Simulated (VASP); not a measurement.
Wanted: the native input for a VASP 6.6.1 run.

```yaml
Task: single point
Functional: PBE
Potentials_or_basis: VASP PAW PBE potentials, release 64 (Si, N)
Cutoff: 520 eV
k_mesh: 12 × 12 × 12
Occupations: gaussian, width 0.1 eV
Spin: no spin polarisation
Dipole_correction: no
Further_INCAR_settings: ALGO = Normal; EDIFF = 1e-07; NBANDS = 18
```

The structure of Si4N lies in POSCAR:

```
Si4N
1.0
    3.3532313097      1.9359889993      1.7854334978
   -3.3532313097      1.9359889993      1.7854334978
    0.0000000000     -3.8719779986      1.7854334978
Si N
4 1
Direct
    0.7121071658      0.1637514740      0.7121071658
    0.7121071658      0.7121071658      0.1637514740
    0.1637514740      0.7121071658      0.7121071658
    0.3231833909      0.3231833909      0.3231833909
    0.9913456635      0.9913456635      0.9913456635
```

The cell was built from a structure type or drawn by symmetry, and may not be a known phase.

The input as run:

INCAR

```
SYSTEM = Si4N
ALGO     = Normal         ! electronic algorithm
EDIFF    = 1E-7           ! SCF threshold, eV
ENCUT    = 520            ! plane-wave cutoff, eV
GGA      = PE             ! functional
ISIF     = 2              ! what is computed and relaxed
ISMEAR   = 0              ! smearing method
LASPH    = .TRUE.         ! aspherical terms in the spheres
LCHARG   = .FALSE.        ! write CHGCAR
LREAL    = .FALSE.        ! projectors in reciprocal space
LWAVE    = .FALSE.        ! write WAVECAR
NBANDS   = 18             ! bands
NELM     = 60             ! most SCF steps
PREC     = Accurate       ! precision mode
SIGMA    = 0.1            ! smearing width, eV
```

KPOINTS

```
k-points
0
G
  12 12 12
  0 0 0
```

Potentials or basis: VASP PAW PBE potentials, release 64 (Si, N).

The run is started by

```console
$ cat potpaw_PBE.64/Si/POTCAR potpaw_PBE.64/N/POTCAR > POTCAR
$ mpirun -np 1 vasp_std > vasp.out
```

It gave:

```yaml
Pressure: -0.1 GPa
Largest_force: 0.006 eV/Å
Band_gap_on_the_k_mesh: zero (an odd number of electrons rules out a gap without spin polarisation)
```

Run time: 2.5 min on 1 thread of AMD EPYC 7R43 64-Core Processor (Zen 3), on a shared host, peak memory 0.28 GiB.
